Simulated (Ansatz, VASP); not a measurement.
# NaB4 in VASP and in Ansatz

```xyz
5
Lattice="3.0412 0.0000 0.0000 -1.5206 2.6338 0.0000 0.0000 0.0000 5.9948" Properties=species:S:1:pos:R:3 pbc="T T T"
Na    0.0000    0.0000    0.0000
B     0.0000    1.7558    2.0632
B     0.0000    1.7558    3.9316
B     1.5206    0.8779    3.9316
B     1.5206    0.8779    2.0632
```

Alike in both runs: functional PBE; k mesh 5 × 5 × 4; occupations gaussian, width 0.2 eV; no spin polarisation.

Ansatz relaxed the structure, and its values are those at the end. VASP's run is a single point on that final structure, the one shown.

|  | VASP | Ansatz |
| --- | --- | --- |
| version | VASP 6.6.1 | Ansatz 0.2.0 |
| potentials or method | VASP PAW PBE potentials, release 64 (Na_pv, B), cutoff 500 eV | scalar-relativistic, plane waves, PAW |
| valence electrons in the cell | 19 | 21 |

Ansatz gave:

* gap on the k mesh at the Fermi level (eV): none
* pressure (GPa): 0.1

Which values does VASP return?

gap on the k mesh at the Fermi level (eV): none; pressure (GPa): 0.2.

A gap of «none» marks a metal or a gap that the smearing closes. The functional is the same, so the differences come from potentials, cutoffs and numerics. VASP's potentials hold 19 valence electrons a cell and Ansatz's 21, so a difference there can come from the potentials and not from the codes.

The k mesh is coarse, so the values compare programs but aren't converged.
